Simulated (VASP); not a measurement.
Write the native input for VASP 6.6.1 that does the following.

```yaml
Task: single point
Functional: PBE
Potentials_or_basis: VASP PAW PBE potentials, release 64 (Li_sv, O)
Cutoff: 750 eV
k_mesh: 4 × 4 × 4
Occupations: gaussian, width 0.01 eV
Spin: no spin polarisation
Dipole_correction: no
Further_INCAR_settings: ALGO = Normal; EDIFF = 1e-06; NBANDS = 13
```

The structure of Li2O lies in POSCAR:

```
Li2O
1.0
    3.2597620000      0.0000000000      0.0000000000
    1.6298810000      2.8230367023      0.0000000000
    1.6298810000      0.9410122341      2.6615845276
Li O
2 1
Direct
    0.2500000000      0.2500000000      0.2500000000
    0.7500000000      0.7500000000      0.7500000000
    0.0000000000      0.0000000000      0.0000000000
```

One way to write it, as run:

INCAR

```
PREC     = Accurate       # precision mode
ENCUT    = 750            # plane-wave cutoff, eV
EDIFF    = 1E-6           # SCF threshold, eV
ISMEAR   = 0              # smearing method
SIGMA    = 0.01           # smearing width, eV
LREAL    = F              # projectors in reciprocal space
LASPH    = T              # aspherical terms in the spheres
NELM     = 120            # most SCF steps
ALGO     = Normal         # electronic algorithm
ISIF     = 2              # what is computed and relaxed
LWAVE    = F              # write WAVECAR
LCHARG   = T              # write CHGCAR
GGA      = PE             # functional
LELF     = T              # ELF
LVHAR    = T            
NBANDS   = 13             # bands
GGA_COMPAT= F
```

KPOINTS

```
regular mesh
0
Gamma
  4 4 4
```

Potentials or basis: VASP PAW PBE potentials, release 64 (Li_sv, O).

Run with:

```sh
$ cat potpaw_PBE.64/Li_sv/POTCAR potpaw_PBE.64/O/POTCAR > POTCAR
$ mpirun -np 1 vasp_std > vasp.out
```

Results of the run:

```
Pressure               : 0.5 GPa
Band gap on the k mesh : 4.99 eV, indirect (least direct gap 5.31 eV)
```

Caveat: the k points lie up to 0.59 Å⁻¹ apart.

Run time: 6.3 s on 1 thread of Intel(R) Xeon(R) Platinum 8375C CPU @ 2.90GHz (Ice Lake) (shared host), peak memory 0.15 GiB.
